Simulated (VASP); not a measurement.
Here is a VASP 6.6.1 calculation.

Contents of POSCAR:

```
TeS2
1.0
    6.1023866420      0.0000000000      0.0000000000
    0.0000000000      6.4223406765      0.0000000000
    0.0000000000      0.0000000000      3.8307654863
Te S
2 4
Direct
    0.5000000000      0.5000000000      0.5000000000
    0.0000000000      0.0000000000      0.0000000000
    0.2519658263      0.8488305046      0.5000000000
    0.7519658263      0.6511694954      0.0000000000
    0.7480341737      0.1511694954      0.5000000000
    0.2480341737      0.3488305046      0.0000000000
```

INCAR.step1

```
PREC = Accurate
ENCUT = 520
ISMEAR = 0
SIGMA = 0.1
LREAL = F
LASPH = T
NELM = 100
NBANDS = 27
GGA = PE
ALGO = Normal
EDIFF = 1E-4
LWAVE = T
LCHARG = F
```

Contents of INCAR.step2:

```
PREC = Accurate
ENCUT = 520
EDIFF = 1E-7
ISMEAR = 0
SIGMA = 0.1
LREAL = F
LASPH = T
NELM = 100
ALGO = Normal
ISIF = 2
LWAVE = F
LCHARG = F
METAGGA = R2SCAN
LMIXTAU = T
NBANDS = 27
ISTART = 1
```

File KPOINTS:

```
Automatic mesh
0
Gamma
  6 6 10
```

Potentials or basis: VASP PAW PBE potentials, release 64 (Te, S).

Command:

```console
$ cat potpaw_PBE.64/Te/POTCAR potpaw_PBE.64/S/POTCAR > POTCAR
$ cp INCAR.step1 INCAR
$ mpirun -np 1 vasp_std > vasp.out
$ cp INCAR.step2 INCAR
$ mpirun -np 1 vasp_std > vasp.out
```

Problem. Estimate the pressure.

Solution. -0.2 GPa.

Problem. What does it give for the largest force?

Solution. 0.005 eV/Å.

Problem. Predict the band gap on the k mesh.

Solution. Zero (bands 18 and 19 overlap by 0.44 eV).

Forces in eV/Å, atoms in the order of the input:
```
Te   0.000  0.000  0.000
Te   0.000  0.000  0.000
S   -0.005  0.000  0.000
S   -0.005  0.000  0.000
S    0.005  0.000  0.000
S    0.005  0.000  0.000
```

Caveat: the PAW data sets were made with another functional, which shifts forces and pressure a little; spin-orbit coupling is left out, which moves the levels of the heavy elements.
